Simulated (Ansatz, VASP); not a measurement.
## Two plane-wave programs on Te2Mo

```
CELL_PARAMETERS angstrom
3.55524 0.00000 0.00000
-1.77762 3.07893 0.00000
0.00000 0.00000 14.22873
ATOMIC_POSITIONS crystal
Te 0.33333 0.66667 0.12416
Te 0.66667 0.33333 0.62416
Te 0.66667 0.33333 0.87584
Te 0.33333 0.66667 0.37584
Mo 0.33333 0.66667 0.75000
Mo 0.66667 0.33333 0.25000
```

Change from the starting cell: hydrostatic strain +0.4%.

Alike in both runs: task single point; functional r2SCAN; k mesh 12 × 12 × 2; no spin polarisation.

|  | VASP | Ansatz |
| --- | --- | --- |
| version | VASP 6.6.1 | Ansatz 0.2.0 |
| potentials or method | VASP PAW PBE potentials, release 64 (Te, Mo_sv) | plane waves, PAW |
| plane-wave cutoff (eV) | 520 | 500 |
| occupations | gaussian, width 0.01 eV | fixed |
| valence electrons in the cell | 52 | 92 |

|  | VASP | Ansatz | Ansatz less VASP |
| --- | --- | --- | --- |
| gap on the k mesh at the Fermi level (eV) | 0.93 | 0.94 | +0.006 |
| pressure (GPa) | 0.8 | 0.7 | -0.11 |
| traceless stress, the component that is largest in VASP (GPa) | 0.26 | 0.20 | -0.060 |
| rms of the force components (eV/Å) | 0.002 | 0.015 | +0.0127 |

VASP's potentials were made for PBE, not for r2SCAN. Atom by atom the forces differ by 0.013 eV/Å (rms over components). VASP's potentials hold 52 valence electrons a cell and Ansatz's 92, so a difference there can come from the potentials and not from the codes. Ansatz's warnings: structure snapped to symmetry.

Spin-orbit coupling is off throughout.
